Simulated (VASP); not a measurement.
InCu3O3: relaxation of cell and atoms with PBE

The system is InCu3O3.

```
CELL_PARAMETERS angstrom
2.62121 1.51336 4.25862
-2.62121 1.51336 4.25862
0.00000 -3.02672 4.25862
ATOMIC_POSITIONS crystal
In 0.00000 0.00000 0.00000
Cu 0.00000 0.00000 0.50000
Cu 0.50000 0.00000 0.00000
Cu 0.00000 0.50000 0.00000
O 0.50000 0.50000 0.00000
O 0.00000 0.50000 0.50000
O 0.50000 0.00000 0.50000
```

The cell was generated, and may not be a known phase.

```json
{"Program": "VASP 6.6.1", "Task": "relaxation of cell and atoms", "Functional": "PBE", "Potentials or basis": "VASP PAW PBE potentials, release 64 (In_d, Cu, O)", "Cutoff": "600 eV", "k mesh": "3 × 3 × 3", "Occupations": "gaussian, width 0.15 eV", "Spin": "collinear spin", "Starting moments": "[0.0, 1.0, 1.0, 1.0, 0.0, 0.0, 0.0] μB", "Dipole correction": "no", "Further INCAR settings": "ALGO = Normal; EDIFF = 1e-07; IBRION = 2; EDIFFG = -0.08; NSW = 36; ISIF = 3"}
```

```yaml
Relaxed_volume: 12.93 Å³/atom
Relaxed_cell: a = 4.985 Å, b = 4.985 Å, c = 4.985 Å, α = 61.50°, β = 61.50°, γ = 61.50°
Space_group_after_relaxing_to_0.1_Å: R-3m (No. 166)
Energy_gained_by_relaxing: 51.4 meV/atom
Ionic_steps: 4
Pressure_after_relaxing: 0.3 GPa
Net_moment: 1.75 μB per cell
Site_moments: In -0.01; Cu -0.01; O +0.53 μB
Valence_electrons_inside_the_program's_atomic_spheres: In 11.52; Cu 9.89; O 4.74
```

Stress tensor (GPa, compression positive):
```
 0.86  0.00  0.00
 0.00  0.86  0.00
 0.00  0.00 -0.81
```

Step by step:
| step | energy change (eV) | largest force (eV/Å) | pressure (GPa) | volume (Å³) |
| --- | --- | --- | --- | --- |
| 1 | 0.0000 | 0.0000 | -8.68 | 101.36 |
| 2 | -0.3520 | 0.0000 | 0.42 | 90.27 |
| 3 | -0.3520 | 0.0000 | 0.29 | 90.40 |
| 4 | -0.3599 | 0.0000 | 0.30 | 90.53 |

Final structure:
```
In Cu O
1.0
     2.54860    1.47143    4.02348
    -2.54860    1.47143    4.02348
     0.00000   -2.94286    4.02348
In Cu O
1 3 3
Cartesian
  0.0000 -2.9429 4.0235
  -2.5486 0.0000 6.0352
  1.2743 0.7357 2.0117
  -1.2743 -2.2071 6.0352
  0.0000 1.4714 4.0235
  -1.2743 -0.7357 4.0235
  1.2743 -0.7357 4.0235
```

Levels at points of the mesh, in eV from the Fermi level:
Spin up:
```tsv
k point	band 29	band 30	band 31	band 32	band 33	band 34	band 35	band 36	band 37	band 38
(0.00, 0.00, 0.00)	-1.37	-1.00	-0.86	-0.43	-0.43	-0.29	4.11	5.37	5.37	5.48
```
Spin down:
```csv
k point,band 27,band 28,band 29,band 30,band 31,band 32,band 33,band 34,band 35,band 36
"(0.00, 0.00, 0.00)",-1.51,-1.36,-1.36,-0.86,-0.32,-0.18,1.43,1.43,4.08,5.35
```

It took 3.8 min on 1 thread of Oxide Virtual Turin-like Processor, on a shared host, peak memory 0.32 GiB.

Caveat: the k points lie up to 0.51 Å⁻¹ apart in the final cell; spin-orbit coupling is left out, which moves the levels of the heavy elements. With open d or f shells a metallic result of PBE can be an artefact of self-interaction; +U or a hybrid may open a gap.
